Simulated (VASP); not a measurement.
## Cu: single point with RPBE

The system is Cu.

```
Cu
1.0
     0.00000    1.80750    1.80750
     1.80750    0.00000    1.80750
     1.80750    1.80750    0.00000
Cu
1
Direct
  0.00000 0.00000 0.00000
```

```
Program             : VASP 6.6.1
Task                : single point
Functional          : RPBE
Potentials or basis : VASP PAW PBE potentials, release 64 (Cu)
Cutoff              : 600 eV
k mesh              : 13 × 13 × 13
Occupations         : fermi-dirac, width 0.05 eV
Spin                : no spin polarisation
```

```
Pressure : 7.3 GPa
```

Levels at points of the mesh, in eV from the Fermi level:
```
           k point  band 4  band 5  band 6  band 7  band 8  band 9
(0.00, 0.00, 0.00)   -3.21   -2.39   -2.39   22.36   25.10   25.10
```

Run time: 9.7 s on 1 thread of Intel(R) Xeon(R) Platinum 8488C (Sapphire Rapids) (shared host), peak memory 0.13 GiB.

Caveat: the PAW data sets were made with another functional, which shifts forces and pressure a little.
